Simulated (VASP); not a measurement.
# Ti16SiO32 (a cell with a defect) in VASP: single point with PBE

Aim: the single point of Ti16SiO32 (a cell with a defect) with PBE.

All numbers are computed with VASP 6.6.1; they aren't measurements. Logs are shortened: lines on timing, memory, paths and dates and some standing lists are left out, and cuts for length are marked.

## 1. The cell of the first run

The cell holds a defect, 49 atoms: a = 7.578 Å, b = 7.578 Å, c = 9.537 Å, α = 90.00°, β = 90.00°, γ = 90.00°.

## 2. Single point, PBE

File INCAR:

```
PREC     = Accurate       # precision mode
ENCUT    = 520            # plane-wave cutoff, eV
EDIFF    = 1E-6           # SCF threshold, eV
ISMEAR   = -1             # smearing method
SIGMA    = 0.02           # smearing width, eV
LREAL    = Auto         
LASPH    = T              # aspherical terms in the spheres
NELM     = 100            # most SCF steps
ALGO     = Normal         # electronic algorithm
ISIF     = 2              # what is computed and relaxed
LWAVE    = F              # write WAVECAR
LCHARG   = T              # write CHGCAR
GGA      = PE             # functional
LELF     = T              # ELF
LVHAR    = T            
NBANDS   = 224            # bands
```

File KPOINTS:

```
regular mesh
0
Gamma
  1 1 1
```

File POSCAR:

```
Ti16SiO32
1.0
    7.5784000000      0.0000000000      0.0000000000
    0.0000000000      7.5784000000      0.0000000000
    0.0000000000      0.0000000000      9.5370000000
Ti O Si
16 32 1
Direct
   -0.0037850609     -0.0008681324      0.0010958620
   -0.0045657305      0.2490388886      0.2501881963
    0.4821868118      0.0141542162      0.0126675398
    0.4990315782      0.2490563149      0.2533148184
   -0.0037158823      0.4984458282      0.0008524937
    0.0010637738      0.7489235761      0.2456871836
    0.2538294108      0.2494083551      0.4998610296
    0.2544710363      0.4991216687      0.7491945513
    0.4826842198      0.4834149142      0.0124304284
    0.4931796013      0.7489205226      0.2555720154
    0.7511716612      0.2489817460      0.4985214631
    0.7682512385      0.4838420625      0.7373652964
    0.2484552970      0.7492024670      0.5039913849
    0.2544751369     -0.0005888724      0.7489167800
    0.7567358480      0.7491214962      0.4948438974
    0.7682782001      0.0140670364      0.7373959643
   -0.0043656480      0.0002762990      0.2042547960
    0.0005132055      0.2495054745      0.4631459638
   -0.0395028002      0.2489520869      0.0378195582
    0.0046479987      0.0202924417      0.7863824715
    0.5155978376     -0.0031715173      0.2095886502
    0.4978991823      0.2501852646      0.4540331946
    0.5440877336      0.2487766533      0.0351622791
    0.5031501713     -0.0629128772      0.8016647832
   -0.0050541915      0.4972348133      0.2041046839
    0.0020183881      0.7491414864      0.4594173193
    0.0188165251      0.7487318851      0.0396791701
    0.0043267661      0.4767883690      0.7862399523
    0.2898234906      0.2491359144      0.7122138651
    0.2462410494      0.4766803438      0.9636946132
    0.2538017788      0.4978154999      0.5461539852
    0.2487023625      0.2491165609      0.2876752391
    0.5162990204      0.5009120097      0.2092110776
    0.4960793664      0.7490242795      0.4554296362
    0.4961139928      0.7490047579      0.0285513832
    0.5032813625      0.5612818566      0.8015988539
    0.7061813668      0.2489403238      0.7157938632
    0.7466895342      0.5607153829      0.9486909092
    0.7320476184      0.5015214026      0.5407816729
    0.7517995667      0.2480666052      0.2966422525
    0.2312824517      0.7491344850      0.7101181537
    0.2459607044      0.0215222914      0.9637805127
    0.2539312777      0.0008402133      0.5457302385
    0.2475914312      0.7476603945      0.2905538590
    0.7538553079      0.7492116528      0.7219482790
    0.7466355161     -0.0626032848      0.9487767415
    0.7312919555     -0.0032300345      0.5407432221
    0.7535567087      0.7484996303      0.2943953239
    0.6251981283      0.7491478475      0.8752578915
```

Potentials or basis: VASP PAW PBE potentials, release 64 (Ti_sv, O, Si).

The run is started by

```bash
$ cat potpaw_PBE.64/Ti_sv/POTCAR potpaw_PBE.64/O/POTCAR potpaw_PBE.64/Si/POTCAR > POTCAR
$ mpirun -np 1 vasp_gam > vasp.out
```

OUTCAR:

```text
PREC = Accurate
   ENCUT = 520
   EDIFF = 1E-6
   ISMEAR = -1
   LREAL = Auto
   LASPH = T
   NELM = 100
   ISIF = 2
   GGA = PE

 ion  position               nearest neighbor table
   1  0.996  0.999  0.001-  42 1.93  17 1.94  27 1.94  19 1.94  46 2.01  20 2.05
   2  0.995  0.249  0.250-  40 1.90  25 1.93  17 1.94  32 1.95  18 2.03  19 2.04
   3  0.482  0.014  0.013-  42 1.85  23 1.85  21 1.90  35 2.02  24 2.10  46 2.17  49 2.63   4 2.91

   4  0.499  0.249  0.253-  22 1.91  32 1.93  33 1.96  40 1.96  21 1.96  23 2.11   9 2.91   3 2.91

   5  0.996  0.498  0.001-  30 1.93  25 1.94  27 1.94  19 1.94  38 2.01  28 2.05
   6  0.001  0.749  0.246-  44 1.92  48 1.93  17 1.95  25 1.95  27 1.97  26 2.04
   7  0.254  0.249  0.500-  22 1.90  31 1.93  43 1.93  18 1.95  32 2.02  29 2.04
   8  0.254  0.499  0.749-  28 1.94  31 1.94  41 1.94  29 1.95  36 2.01  30 2.05
   9  0.483  0.483  0.012-  23 1.85  30 1.85  33 1.90  35 2.02  36 2.10  38 2.17  49 2.63   4 2.91
[... 26 lines left out ...]
  32  0.249  0.249  0.288-   4 1.93   2 1.95   7 2.02
  33  0.516  0.501  0.209-   9 1.90  10 1.94   4 1.96
  34  0.496  0.749  0.455-  10 1.91  13 1.93  15 2.01
  35  0.496  0.749  0.029-  49 1.76   3 2.02   9 2.02  10 2.17
  36  0.503  0.561  0.802-  49 1.84   8 2.01   9 2.10  12 2.18
  37  0.706  0.249  0.716-  16 1.85  12 1.85  11 2.10
  38  0.747  0.561  0.949-  49 1.84   5 2.01  12 2.10   9 2.17
  39  0.732  0.502  0.541-  12 1.90  15 1.94  11 1.96
  40  0.752  0.248  0.297-   2 1.90  11 1.93   4 1.96
  41  0.231  0.749  0.710-   8 1.94  14 1.94  13 1.97
  42  0.246  0.022  0.964-   3 1.85   1 1.93  14 2.06
  43  0.254  0.001  0.546-   7 1.93  14 1.94  13 1.95
  44  0.248  0.748  0.291-  10 1.89   6 1.92  13 2.04
  45  0.754  0.749  0.722-  49 1.76  16 2.02  12 2.02  15 2.17
  46  0.747  0.937  0.949-  49 1.84   1 2.01  16 2.10   3 2.17
  47  0.731  0.997  0.541-  16 1.90  15 1.94  11 1.96
  48  0.754  0.748  0.294-  15 1.91   6 1.93  10 2.01
  49  0.625  0.749  0.875-  45 1.76  35 1.76  46 1.84  36 1.84  24 1.84  38 1.84   3 2.63   9 2.63
                            16 2.63  12 2.64

  LATTYP: Found a simple tetragonal cell.
 ALAT       =     7.5784000000
 C/A-ratio  =     1.2584450544

  Lattice vectors:

 A1 = (   7.5784000000,   0.0000000000,   0.0000000000)
 A2 = (   0.0000000000,   7.5784000000,   0.0000000000)
 A3 = (   0.0000000000,   0.0000000000,   9.5370000000)

Analysis of symmetry for initial positions (statically):
=====================================================================
 Subroutine PRICEL returns:
 Original cell was already a primitive cell.

 Routine SETGRP: Setting up the symmetry group for a
 simple tetragonal supercell.

 Subroutine GETGRP returns: Found  1 space group operations
 (whereof  1 operations were pure point group operations)
 out of a pool of 16 trial point group operations.

The static configuration has the point symmetry C_1 .

Analysis of symmetry for dynamics (positions and initial velocities):
=====================================================================
 Subroutine PRICEL returns:
 Original cell was already a primitive cell.

 Routine SETGRP: Setting up the symmetry group for a
 simple tetragonal supercell.

 Subroutine GETGRP returns: Found  1 space group operations
 (whereof  1 operations were pure point group operations)
 out of a pool of 16 trial point group operations.

The dynamic configuration has the point symmetry C_1 .

 Subroutine INISYM returns: Found  1 space group operations
 (whereof  1 operations are pure point group operations),
 and found     1 'primitive' translations

----------------------------------------------------------------------------------------

                                     Primitive cell

  volume of cell :     547.7304

  direct lattice vectors                    reciprocal lattice vectors
     7.578400000  0.000000000  0.000000000     0.131953974  0.000000000  0.000000000
     0.000000000  7.578400000  0.000000000     0.000000000  0.131953974  0.000000000
     0.000000000  0.000000000  9.537000000     0.000000000  0.000000000  0.104854776

  length of vectors
     7.578400000  7.578400000  9.537000000     0.131953974  0.131953974  0.104854776

  position of ions in fractional coordinates (direct lattice)
     0.996214939  0.999131868  0.001095862
     0.995434270  0.249038889  0.250188196
     0.482186812  0.014154216  0.012667540
     0.499031578  0.249056315  0.253314818
     0.996284118  0.498445828  0.000852494
     0.001063774  0.748923576  0.245687184
[... 41 lines left out ...]
     0.753556709  0.748499630  0.294395324
     0.625198128  0.749147847  0.875257891

  ion indices of the primitive-cell ions
   primitive index   ion index
                 1           1
                 2           2
                 3           3
                 4           4
                 5           5
                 6           6
[... 41 lines left out ...]
                48          48
                49          49

----------------------------------------------------------------------------------------

 KPOINTS: regular mesh

Automatic generation of k-mesh.
 Grid dimensions read from file:
 generate k-points for:    1    1    1

 Generating k-lattice:

  Cartesian coordinates                     Fractional coordinates (reciprocal lattice)
     0.131953974  0.000000000  0.000000000     1.000000000  0.000000000  0.000000000
     0.000000000  0.131953974  0.000000000     0.000000000  1.000000000  0.000000000
     0.000000000  0.000000000  0.104854776     0.000000000  0.000000000  1.000000000

  Length of vectors
     0.131953974  0.131953974  0.104854776

  Shift w.r.t. Gamma in fractional coordinates (k-lattice)
     0.000000000  0.000000000  0.000000000

 Subroutine IBZKPT returns following result:
 ===========================================

 Found      1 irreducible k-points:

 Following reciprocal coordinates:
            Coordinates               Weight
  0.000000  0.000000  0.000000      1.000000
   k-points           NKPTS =      1   k-points in BZ     NKDIM =      1   number of bands    NBANDS=    224
   number of dos      NEDOS =    301   number of ions     NIONS =     49
   total plane-waves  NPLWV = 225792
   dimension x,y,z NGX =    56 NGY =   56 NGZ =   72
   dimension x,y,z NGXF=   112 NGYF=  112 NGZF=  144
   ions per type =              16  32   1
   NGX,Y,Z   is equivalent  to a cutoff of  12.28, 12.28, 12.55 a.u.
   NGXF,Y,Z  is equivalent  to a cutoff of  24.57, 24.57, 25.10 a.u.
 SYSTEM =  unknown system
   PREC   = accura    normal or accurate (medium, high low for compatibility)
   ISTART =      0    job   : 0-new  1-cont  2-samecut
   ICHARG =      2    charge: 1-file 2-atom 10-const
   ISPIN  =      1    spin polarized calculation?
   LNONCOLLINEAR =      F non collinear calculations
   LSORBIT =      F    spin-orbit coupling
   LASPH  =      T    aspherical Exc in radial PAW
   ENCUT  =  520.0 eV  38.22 Ry    6.18 a.u.  14.09 14.09 17.73*2*pi/ulx,y,z
   NELM   =    100;   NELMIN=  2; NELMDL= -5     # of ELM steps
   EDIFF  = 0.1E-05   stopping-criterion for ELM
   LREAL  =      T    real-space projection
   EDIFFG = 0.1E-04   stopping-criterion for IOM
   NSW    =      0    number of steps for IOM
   IBRION =     -1    ionic relax: 0-MD 1-quasi-New 2-CG
   NFREE  =      0    steps in history (QN), initial steepest desc. (CG)
   ISIF   =      2    stress and relaxation
   ISYM   =      2    0-nonsym 1-usesym 2-fastsym
   POTIM  = 0.5000    time-step for ionic-motion
   TEBEG  =    0.0;   TEEND  =   0.0 temperature during run
   PSTRESS=    0.0 pullay stress
   NELECT =     388.0000    total number of electrons
   NUPDOWN=      -1.0000    fix difference up-down
   EMIN   =  10.00;   EMAX   =-10.00  energy-range for DOS
   EFERMI =   0.00;   METHOD = LEGACY
   ISMEAR =    -1;   SIGMA  =   0.02  broadening in eV -4-tet -1-fermi 0-gaus
   EFERMI_NEDOS =   21; number of points for ismear=-14 and -15
   IALGO  =     38    algorithm
   IMIX   =      4    mixing-type and parameters
     AMIX     =   0.40;   BMIX     =  1.00
     AMIX_MAG =   1.60;   BMIX_MAG =  1.00
  volume/ion in A,a.u.               =      11.18        75.43
  Fermi-wavevector in a.u.,A,eV,Ry     =   1.459362  2.757795 28.976850  2.129738
  Thomas-Fermi vector in A             =   2.575938
   LORBIT       =      0    0 simple, 1 ext, 2 COOP (PROOUT), +10 PAW based schemes
   GGA     = PE    functional components
   LHFCALC =     F    Hartree Fock is set to
   AEXX    =    0.0000 exact exchange contribution
   IVDW    =     0    specifies the selected vdW correction
   LEPSILON=     F    determine dielectric tensor
   LRPA    =     F    only Hartree local field effects (RPA)
 non-spin polarized calculation
  energy-cutoff  :      520.00
  volume of cell :      547.73
 maximum number of plane-waves:      7360
   NGX = 29   NGY = 29   NGZ = 35

 number of electron     388.0000019 magnetization

 Free energy of the ion-electron system (eV)
  ---------------------------------------------------
  ext. energy  EPLUGINS =         0.00000000
  ---------------------------------------------------
  free energy    TOTEN  =      -436.08764446 eV

  energy without entropy =     -436.06904295  energy(sigma->0) =     -436.07834370

 E-fermi :   6.5870     XC(G=0): -10.8470

 val. band max:        6.5326848109   @ k =   0.0000   0.0000   0.0000
 cond. band min:       6.6413287300   @ k =   0.0000   0.0000   0.0000
 fundamental gap:      0.1086439191
 Fermi energy:         6.5870067679

 k-point     1 :       0.0000    0.0000    0.0000
  band No.  band energies     occupation
      1     -52.3461      2.00000
      2     -52.3423      2.00000
      3     -52.3158      2.00000
      4     -52.3121      2.00000
      5     -52.1762      2.00000
      6     -52.1482      2.00000
[... 198 lines left out ...]
    205       7.3797      0.00000
    206       7.4028      0.00000
 [bands above 206 left out]

------------------------ aborting loop because EDIFF is reached ----------------------------------------

  FORCE on cell =-STRESS in cart. coord.  units (eV):
  Direction    XX          YY          ZZ          XY          YZ          ZX
  --------------------------------------------------------------------------------------
  -------------------------------------------------------------------------------------
  Total       12.4989350     14.5053242     29.9613475      0.0210099      0.0715069      1.4344301
  in kB       36.5608902     42.4298202     87.6405497      0.0614566      0.2091664      4.1958808
  external PRESSURE =      55.5437534 kB  Pullay stress =       0.0000000 kB

 VOLUME and BASIS-vectors are now :
 -----------------------------------------------------------------------------
  energy-cutoff  :      520.00
  volume of cell :      547.73
      direct lattice vectors                 reciprocal lattice vectors
     7.578400000  0.000000000  0.000000000     0.131953974  0.000000000  0.000000000
     0.000000000  7.578400000  0.000000000     0.000000000  0.131953974  0.000000000
     0.000000000  0.000000000  9.537000000     0.000000000  0.000000000  0.104854776

 POSITION                                       TOTAL-FORCE (eV/Angst)
 -----------------------------------------------------------------------------------
      7.54972      7.57182      0.01045        -0.020148      0.000500     -0.027025
      7.54380      1.88732      2.38604         0.005082      0.003104     -0.022662
      3.65420      0.10727      0.12081         0.016631     -0.035403     -0.029646
      3.78186      1.88745      2.41586        -0.003123      0.008997     -0.038988
      7.55024      3.77742      0.00813        -0.033584      0.003980     -0.010510
      0.00806      5.67564      2.34312        -0.005702     -0.017570     -0.008657
[... 41 lines left out ...]
      5.71075      5.67243      2.80765        -0.031253      0.008454     -0.012828
      4.73800      5.67734      8.34733         0.005983     -0.008656      0.009657
 -----------------------------------------------------------------------------------
    total drift:                                0.017422      0.033190      0.018302

  FREE ENERGIE OF THE ION-ELECTRON SYSTEM (eV)
  ---------------------------------------------------
  free  energy   TOTEN  =      -436.0876444594 eV

  energy  without entropy=     -436.0690429483  energy(sigma->0) =     -436.07834370
```

It took 4.5 min on 1 thread of Intel Xeon Platinum 8375C at 2.90GHz (Ice Lake), shared host; peak memory 0.51 GiB.

What came out:

| Quantity | Value |
| --- | --- |
| Free energy | -436.0876 eV |
| Pressure | 5.6 GPa |
| Largest force | 0.089 eV/Å |
| Band gap on the k mesh | 0.11 eV |

Forces on the atoms (eV/Å):
```
Ti  -0.020  0.001 -0.027
Ti   0.005  0.003 -0.023
Ti   0.017 -0.035 -0.030
Ti  -0.003  0.009 -0.039
Ti  -0.034  0.004 -0.011
Ti  -0.006 -0.018 -0.009
Ti  -0.007 -0.002  0.021
Ti  -0.001 -0.007  0.005
Ti   0.019  0.053 -0.035
Ti  -0.036 -0.015 -0.058
Ti   0.003  0.012  0.012
Ti  -0.015  0.044  0.024
Ti   0.013 -0.011  0.004
Ti   0.013  0.013  0.030
Ti   0.023 -0.008  0.055
Ti   0.005 -0.036  0.033
O    0.005  0.011  0.028
O    0.027 -0.004  0.018
O   -0.021 -0.017  0.010
O    0.028  0.031 -0.010
O    0.053  0.023  0.055
O   -0.003 -0.016  0.037
O    0.023  0.004  0.011
O   -0.026  0.007 -0.026
O    0.006  0.002  0.031
O   -0.007  0.015  0.009
O   -0.006  0.021 -0.021
O    0.087  0.000  0.015
O    0.018  0.004  0.000
O   -0.058 -0.021 -0.012
O   -0.002 -0.013 -0.049
O   -0.008 -0.005 -0.009
O    0.055 -0.027  0.059
O    0.008  0.004  0.037
O    0.003 -0.010  0.033
O   -0.036 -0.018 -0.026
O   -0.027  0.016  0.001
O    0.016 -0.009  0.021
O   -0.041 -0.025 -0.061
O   -0.013  0.006 -0.014
O    0.002  0.006  0.034
O   -0.038  0.014 -0.018
O    0.001 -0.010 -0.029
O    0.015  0.017 -0.003
O   -0.003 -0.027 -0.038
O    0.013  0.005  0.027
O   -0.022  0.009 -0.063
O   -0.031  0.008 -0.013
Si   0.006 -0.009  0.010
```

Levels at points of the mesh, in eV from the valence-band top:
```csv
k point,band 192,band 193,band 194,band 195,band 196,band 197
"(0.00, 0.00, 0.00)",-2.81,-0.27,0.00,0.11,0.38,0.44
```

Caveat: the k points lie up to 0.83 Å⁻¹ apart.
